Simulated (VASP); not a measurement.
# CoSi2 (Immm) in VASP: notebook, part 2 of 2

VASP 6.6.1.

**3. Single point, PBE (strain +0.0225 x Voigt [0, 0, 0, 1, 0, 0])**

File INCAR:

```
PREC = Accurate
ENCUT = 520
EDIFF = 1E-6
ISMEAR = 0
SIGMA = 0.15
LREAL = F
LASPH = T
NELM = 80
ALGO = Normal
ISIF = 2
LWAVE = F
LCHARG = T
GGA = PE
LELF = T
LVHAR = T
NBANDS = 16
```

File KPOINTS:

```
Automatic mesh
0
Gamma
  16 16 16
```

File POSCAR:

```
CoSi2
1.0
    0.0000000000      2.7100883722      2.7100883722
    2.6799390578      0.0301493144      2.6799390578
    2.6799390578      2.6799390578      0.0301493144
Co Si
1 2
Direct
    0.0000000000      0.0000000000      0.0000000000
    0.2500000000      0.2500000000      0.2500000000
    0.7500000000      0.7500000000      0.7500000000
```

Potentials or basis: VASP PAW PBE potentials, release 64 (Co, Si).

On the command line:

```bash
> cat potpaw_PBE.64/Co/POTCAR potpaw_PBE.64/Si/POTCAR > POTCAR
> mpirun -np 1 vasp_std > vasp.out
```

OUTCAR:

```text
PREC = Accurate
   ENCUT = 520
   EDIFF = 1E-6
   ISMEAR = 0
   LREAL = F
   LASPH = T
   NELM = 80
   ISIF = 2
   GGA = PE

 ion  position               nearest neighbor table
   1  0.000  0.000  0.000-   3 2.30   2 2.30   3 2.30   2 2.30   3 2.34   3 2.34   2 2.34   2 2.34

   2  0.250  0.250  0.250-   1 2.30   1 2.30   1 2.34   1 2.34   3 2.68   3 2.68   3 2.68   3 2.68
                             3 2.68   3 2.68
   3  0.750  0.750  0.750-   1 2.30   1 2.30   1 2.34   1 2.34   2 2.68   2 2.68   2 2.68   2 2.68
                             2 2.68   2 2.68

  LATTYP: Found a body centered orthorhombic cell.
 ALAT       =     3.7473685926
 B/A-ratio  =     1.0227560051
 C/A-ratio  =     1.4303044879

  Lattice vectors:

 A1 = (  -2.6799390578,   2.6799390578,   0.0301493144)
 A2 = (  -2.6799390578,  -2.6799390578,  -0.0301493144)
 A3 = (   2.6799390578,   0.0301493144,   2.6799390578)

Analysis of symmetry for initial positions (statically):
=====================================================================
 Subroutine PRICEL returns:
 Original cell was already a primitive cell.

 Routine SETGRP: Setting up the symmetry group for a
 body centered orthorhombic supercell.

 Subroutine GETGRP returns: Found  8 space group operations
 (whereof  8 operations were pure point group operations)
 out of a pool of  8 trial point group operations.

The static configuration has the point symmetry D_2h.

Analysis of symmetry for dynamics (positions and initial velocities):
=====================================================================
 Subroutine PRICEL returns:
 Original cell was already a primitive cell.

 Routine SETGRP: Setting up the symmetry group for a
 body centered orthorhombic supercell.

 Subroutine GETGRP returns: Found  8 space group operations
 (whereof  8 operations were pure point group operations)
 out of a pool of  8 trial point group operations.

The dynamic configuration has the point symmetry D_2h.

 Subroutine INISYM returns: Found  8 space group operations
 (whereof  8 operations are pure point group operations),
 and found     1 'primitive' translations

----------------------------------------------------------------------------------------

                                     Primitive cell

  volume of cell :      38.4902

  direct lattice vectors                    reciprocal lattice vectors
     0.000000000  2.710088372  2.710088372    -0.186571407  0.184495829  0.184495829
     2.679939058  0.030149314  2.679939058     0.186571407 -0.188694217  0.188694217
     2.679939058  2.679939058  0.030149314     0.186571407  0.188694217 -0.188694217

  length of vectors
     3.832643731  3.790126078  3.790126078     0.320758962  0.325606979  0.325606979

  position of ions in fractional coordinates (direct lattice)
     0.000000000  0.000000000  0.000000000
     0.250000000  0.250000000  0.250000000
     0.750000000  0.750000000  0.750000000

  ion indices of the primitive-cell ions
   primitive index   ion index
                 1           1
                 2           2
                 3           3

----------------------------------------------------------------------------------------

 KPOINTS: Automatic mesh

Automatic generation of k-mesh.
 Grid dimensions read from file:
 generate k-points for:   16   16   16

 Generating k-lattice:

  Cartesian coordinates                     Fractional coordinates (reciprocal lattice)
    -0.011660713  0.011530989  0.011530989     0.062500000 -0.000000000 -0.000000000
     0.011660713 -0.011793389  0.011793389     0.000000000  0.062500000 -0.000000000
     0.011660713  0.011793389 -0.011793389     0.000000000  0.000000000  0.062500000

  Length of vectors
     0.020047435  0.020350436  0.020350436

  Shift w.r.t. Gamma in fractional coordinates (k-lattice)
     0.000000000  0.000000000  0.000000000

 Subroutine IBZKPT returns following result:
 ===========================================

 Found    621 irreducible k-points:

 Following reciprocal coordinates:
            Coordinates               Weight
  0.000000  0.000000  0.000000      1.000000
  0.062500 -0.000000 -0.000000      4.000000
  0.125000 -0.000000 -0.000000      4.000000
  0.187500 -0.000000 -0.000000      4.000000
  0.250000 -0.000000 -0.000000      4.000000
  0.312500 -0.000000 -0.000000      4.000000
[... 16 lines left out ...]
 -0.187500  0.062500  0.000000      8.000000
 -0.125000  0.062500  0.000000      8.000000
 [... further k-points ...]
   k-points           NKPTS =    621   k-points in BZ     NKDIM =    621   number of bands    NBANDS=     16
   number of dos      NEDOS =    301   number of ions     NIONS =      3
   total plane-waves  NPLWV =  23520
   dimension x,y,z NGX =    30 NGY =   28 NGZ =   28
   dimension x,y,z NGXF=    60 NGYF=   56 NGZF=   56
   ions per type =               1   2
   NGX,Y,Z   is equivalent  to a cutoff of  13.01, 12.28, 12.28 a.u.
   NGXF,Y,Z  is equivalent  to a cutoff of  26.03, 24.56, 24.56 a.u.
 SYSTEM =  unknown system
   PREC   = accura    normal or accurate (medium, high low for compatibility)
   ISTART =      0    job   : 0-new  1-cont  2-samecut
   ICHARG =      2    charge: 1-file 2-atom 10-const
   ISPIN  =      1    spin polarized calculation?
   LNONCOLLINEAR =      F non collinear calculations
   LSORBIT =      F    spin-orbit coupling
   LASPH  =      T    aspherical Exc in radial PAW
   ENCUT  =  520.0 eV  38.22 Ry    6.18 a.u.   7.13  7.05  7.05*2*pi/ulx,y,z
   NELM   =     80;   NELMIN=  2; NELMDL= -5     # of ELM steps
   EDIFF  = 0.1E-05   stopping-criterion for ELM
   LREAL  =      F    real-space projection
   EDIFFG = 0.1E-04   stopping-criterion for IOM
   NSW    =      0    number of steps for IOM
   IBRION =     -1    ionic relax: 0-MD 1-quasi-New 2-CG
   NFREE  =      0    steps in history (QN), initial steepest desc. (CG)
   ISIF   =      2    stress and relaxation
   ISYM   =      2    0-nonsym 1-usesym 2-fastsym
   POTIM  = 0.5000    time-step for ionic-motion
   TEBEG  =    0.0;   TEEND  =   0.0 temperature during run
   PSTRESS=    0.0 pullay stress
   NELECT =      17.0000    total number of electrons
   NUPDOWN=      -1.0000    fix difference up-down
   EMIN   =  10.00;   EMAX   =-10.00  energy-range for DOS
   EFERMI =   0.00;   METHOD = LEGACY
   ISMEAR =     0;   SIGMA  =   0.15  broadening in eV -4-tet -1-fermi 0-gaus
   EFERMI_NEDOS =   21; number of points for ismear=-14 and -15
   IALGO  =     38    algorithm
   IMIX   =      4    mixing-type and parameters
     AMIX     =   0.40;   BMIX     =  1.00
     AMIX_MAG =   1.60;   BMIX_MAG =  1.00
  volume/ion in A,a.u.               =      12.83        86.58
  Fermi-wavevector in a.u.,A,eV,Ry     =   1.246736  2.355990 21.148229  1.554351
  Thomas-Fermi vector in A             =   2.380900
   LORBIT       =      0    0 simple, 1 ext, 2 COOP (PROOUT), +10 PAW based schemes
   GGA     = PE    functional components
   LHFCALC =     F    Hartree Fock is set to
   AEXX    =    0.0000 exact exchange contribution
   IVDW    =     0    specifies the selected vdW correction
   LEPSILON=     F    determine dielectric tensor
   LRPA    =     F    only Hartree local field effects (RPA)
 non-spin polarized calculation
 Gauss-broadening in eV      SIGMA  =   0.15
  energy-cutoff  :      520.00
  volume of cell :       38.49
 maximum number of plane-waves:      1049
 NGX is ok and might be reduce to    30
   NGX = 15   NGY = 15   NGZ = 15

 number of electron      17.0000001 magnetization

 Free energy of the ion-electron system (eV)
  ---------------------------------------------------
  ext. energy  EPLUGINS =         0.00000000
  ---------------------------------------------------
  free energy    TOTEN  =       -19.29097907 eV

  energy without entropy =      -19.27922188  energy(sigma->0) =      -19.28510048

 E-fermi :  10.0515     XC(G=0): -11.7371

 val. band max:       10.0469780799   @ k =  -0.1250   0.3750   0.0625
 cond. band min:      10.0579767661   @ k =   0.0000   0.2500   0.1875
 fundamental gap:      0.0109986862
 Fermi energy:        10.0515419549

 k-point     1 :       0.0000    0.0000    0.0000
  band No.  band energies     occupation
      1      -3.0434      2.00000
      2       5.9544      2.00000
      3       5.9946      2.00000
      4       6.0390      2.00000
      5       8.1645      2.00000
      6       8.1663      2.00000
[... 8 lines left out ...]
     15      15.7232      0.00000
     16      15.7741      0.00000
[... 419 lines left out ...]
 k-point    24 :      -0.1250    0.0625    0.0000
  band No.  band energies     occupation
      1      -2.6724      2.00000
      2       5.1617      2.00000
      3       6.0287      2.00000
      4       6.1802      2.00000
      5       7.9785      2.00000
      6       8.1582      2.00000
[... 8 lines left out ...]
     15      15.9368      0.00000
     16      16.5050      0.00000

 [... further k-points ...]
[... 5 lines left out ...]
  --------------------------------------------------------------------------------------
  -------------------------------------------------------------------------------------
  Total       -0.0255754     -0.0351031     -0.0351031      0.0000000     -0.8100067      0.0000000
  in kB       -1.0645936     -1.4611866     -1.4611866      0.0000000    -33.7170373      0.0000000
  external PRESSURE =      -1.3289889 kB  Pullay stress =       0.0000000 kB

 VOLUME and BASIS-vectors are now :
 -----------------------------------------------------------------------------
  energy-cutoff  :      520.00
  volume of cell :       38.49
      direct lattice vectors                 reciprocal lattice vectors
     0.000000000  2.710088372  2.710088372    -0.186571407  0.184495829  0.184495829
     2.679939058  0.030149314  2.679939058     0.186571407 -0.188694217  0.188694217
     2.679939058  2.679939058  0.030149314     0.186571407  0.188694217 -0.188694217

 POSITION                                       TOTAL-FORCE (eV/Angst)
 -----------------------------------------------------------------------------------
      0.00000      0.00000      0.00000        -0.000000     -0.000000     -0.000000
      1.33997      1.35504      1.35504        -0.202297      0.000000      0.000000
      4.01991      4.06513      4.06513         0.202297     -0.000000     -0.000000
 -----------------------------------------------------------------------------------
    total drift:                                0.000000     -0.000000     -0.000000

  FREE ENERGIE OF THE ION-ELECTRON SYSTEM (eV)
  ---------------------------------------------------
  free  energy   TOTEN  =       -19.2909790737 eV

  energy  without entropy=      -19.2792218771  energy(sigma->0) =      -19.28510048
```

stdout:

```text
POSCAR found type information on POSCAR CoSi
 POSCAR found :  2 types and       3 ions
 scaLAPACK will be used
 LDA part: xc-table for (Slater+PW92), standard interpolation
 POSCAR, INCAR and KPOINTS ok, starting setup
 FFT: planning ... GRIDC
 FFT: planning ... GRID_SOFT
 FFT: planning ... GRID
 WAVECAR not read
 entering main loop
```

It took 2.7 min on 1 thread of Intel Xeon 6975P-C (Granite Rapids), shared host; peak memory 0.46 GiB.

Results:

* Free energy: -19.2910 eV
* Pressure: -0.1 GPa
* Largest force: 0.202 eV/Å

Forces on the atoms (eV/Å):
```
Co   0.000  0.000  0.000
Si  -0.202  0.000  0.000
Si   0.202  0.000  0.000
```

Levels at points of the mesh, in eV from the Fermi level:
```csv
k point,band 5,band 6,band 7,band 8,band 9,band 10,band 11,band 12,band 13,band 14
"(0.00, 0.00, 0.00)",-1.89,-1.89,0.73,3.31,3.31,3.41,3.49,3.52,3.62,5.64
"(0.50, 0.00, 0.00)",-2.10,-1.62,-1.61,-0.43,-0.34,2.80,3.46,3.48,4.41,10.07
"(0.00, 0.50, 0.00)",-2.21,-1.61,-1.60,-0.57,-0.50,2.61,3.35,3.36,4.31,10.26
"(0.50, 0.50, 0.00)",-3.64,-1.94,-1.94,-1.89,-1.32,1.58,2.94,8.55,9.56,9.58
"(0.00, 0.50, 0.50)",-3.46,-1.99,-1.89,-1.88,-1.31,1.56,2.96,8.57,9.57,9.59
```

Caveat: the cell differs from its parent crystal (strain +0.0225 x Voigt [0, 0, 0, 1, 0, 0]).

**4. Single point, PBE (strain +0.0075 x Voigt [0, 0, 0, 1, 0, 0])**

File INCAR:

```
PREC = Accurate ; ENCUT = 520
EDIFF = 1E-6 ; ISMEAR = 0
SIGMA = 0.15 ; LREAL = F
LASPH = T ; NELM = 60
ALGO = Normal ; ISIF = 2
LWAVE = F ; LCHARG = F
GGA = PE ; NBANDS = 16
```

File KPOINTS:

```
regular mesh
0
Gamma
  16 16 16
```

File POSCAR:

```
CoSi2
1.0
    0.0000000000      2.6899888293      2.6899888293
    2.6799390578      0.0100497715      2.6799390578
    2.6799390578      2.6799390578      0.0100497715
Co Si
1 2
Direct
    0.0000000000      0.0000000000      0.0000000000
    0.2500000000      0.2500000000      0.2500000000
    0.7500000000      0.7500000000      0.7500000000
```

On the command line:

```bash
> cat potpaw_PBE.64/Co/POTCAR potpaw_PBE.64/Si/POTCAR > POTCAR
> mpirun -np 1 vasp_std > vasp.out
```

It took 2.2 min on 1 thread of Intel Xeon 6975P-C (Granite Rapids), shared host; peak memory 0.45 GiB.

The run converged. Its results:

| Item | Value |
| --- | --- |
| Free energy | -19.2991 eV |
| Pressure | -0.2 GPa |
| Largest force | 0.067 eV/Å |

Forces on the atoms (eV/Å):
```
Co   0.000  0.000  0.000
Si  -0.067  0.000  0.000
Si   0.067  0.000  0.000
```

Stress tensor (GPa, compression positive):
```
-0.21  0.00  0.00
 0.00 -0.22 -1.13
 0.00 -1.13 -0.22
```

Levels at points of the mesh, in eV from the Fermi level:
```
           k point  band 6  band 7  band 8  band 9  band 10  band 11  band 12  band 13
(0.00, 0.00, 0.00)   -1.89    0.75    3.38    3.41     3.41     3.45     3.47     3.51
(0.50, 0.00, 0.00)   -1.61   -1.61   -0.45   -0.42     2.73     3.43     3.44     4.36
(0.00, 0.50, 0.00)   -1.61   -1.60   -0.50   -0.47     2.67     3.39     3.39     4.33
(0.50, 0.50, 0.00)   -1.94   -1.94   -1.89   -1.31     1.58     2.94     8.56     9.57
(0.00, 0.50, 0.50)   -1.95   -1.92   -1.89   -1.31     1.57     2.94     8.56     9.57
```

Caveat: the cell differs from its parent crystal (strain +0.0075 x Voigt [0, 0, 0, 1, 0, 0]).

**5. Summary**

```tsv
cell	gap on the mesh (eV)	pressure (GPa)	largest force (eV/Å)
a = 3.861, b = 3.790, c = 3.790 Å, angles 58.8, 59.4, 59.4°, 3 atoms	none	0.0	0.34
a = 3.833, b = 3.790, c = 3.790 Å, angles 59.3, 59.6, 59.6°, 3 atoms	none	-0.1	0.20
a = 3.804, b = 3.790, c = 3.790 Å, angles 59.8, 59.9, 59.9°, 3 atoms	none	-0.2	0.07
```

Alike in all rows: task single point; level PBE; potentials or basis VASP PAW PBE potentials, release 64 (Co, Si); no spin polarisation; k mesh 16 × 16 × 16; cutoff (eV) 520; smearing gaussian 0.15 eV.

Absolute energies hang on the potentials; compare differences alone.
